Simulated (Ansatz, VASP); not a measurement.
**Two plane-wave programs on GaN**

```
Ga N
1.0
     0.00000    2.24914    2.24914
     2.24914    0.00000    2.24914
     2.24914    2.24914    0.00000
Ga N
1 1
Cartesian
  0.0000 0.0000 0.0000
  1.1246 1.1246 1.1246
```

Alike in both runs: functional PBEsol; k mesh 18 × 18 × 18; occupations fermi-dirac, width 0.1 eV; no spin polarisation.

Ansatz relaxed the structure, and its values are those at the end. VASP's run is a single point on that final structure, the one shown.

```csv
,VASP,Ansatz
version,VASP 6.6.1,Ansatz 0.2.0
potentials or method,"VASP PAW PBE potentials, release 64 (Ga_d, N)","PAW with Ansatz's default frozen-core files, scalar-relativistic"
plane-wave cutoff (eV),520,420
valence electrons in the cell,18,18
```

|  | VASP | Ansatz | Ansatz less VASP |
| --- | --- | --- | --- |
| pressure (GPa) | -0.2 | 0.0 | +0.21 |

VASP's potentials were made for PBE, not for PBEsol. The functional is the same, so the differences come from potentials, cutoffs and numerics.
